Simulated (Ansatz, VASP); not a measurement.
## One calculation of CdS, two programs

```
Cd S
1.0
     0.00000    2.87825    2.87825
     2.87825    0.00000    2.87825
     2.87825    2.87825    0.00000
Cd S
1 1
Direct
  0.00000 0.00000 0.00000
  0.25000 0.25000 0.25000
```

Alike in both runs: functional LDA; k mesh 10 × 10 × 10; occupations gaussian, width 0.02 eV; no spin polarisation.

Ansatz relaxed the structure, and its values are those at the end. VASP's run is a single point on that final structure, the one shown.

|  | VASP | Ansatz |
| --- | --- | --- |
| version | VASP 6.6.1 | Ansatz 0.2.0 |
| potentials or method | VASP PAW LDA potentials, release 64 (Cd, S) | scalar-relativistic, plane waves, PAW |
| plane-wave cutoff (eV) | 520 | 420 |
| valence electrons in the cell | 18 | 26 |

|  | VASP | Ansatz | Ansatz less VASP |
| --- | --- | --- | --- |
| gap on the k mesh at the Fermi level (eV) | 0.98 | 0.95 | -0.030 |
| least direct gap on the mesh (eV) | 0.98 | 0.95 | -0.030 |
| pressure (GPa) | 0.6 | 0.0 | -0.55 |

LDA's correlation is that of Perdew and Zunger in VASP and of Perdew and Wang (1992) in Ansatz. VASP's potentials hold 18 valence electrons a cell and Ansatz's 26, so a difference there can come from the potentials and not from the codes.
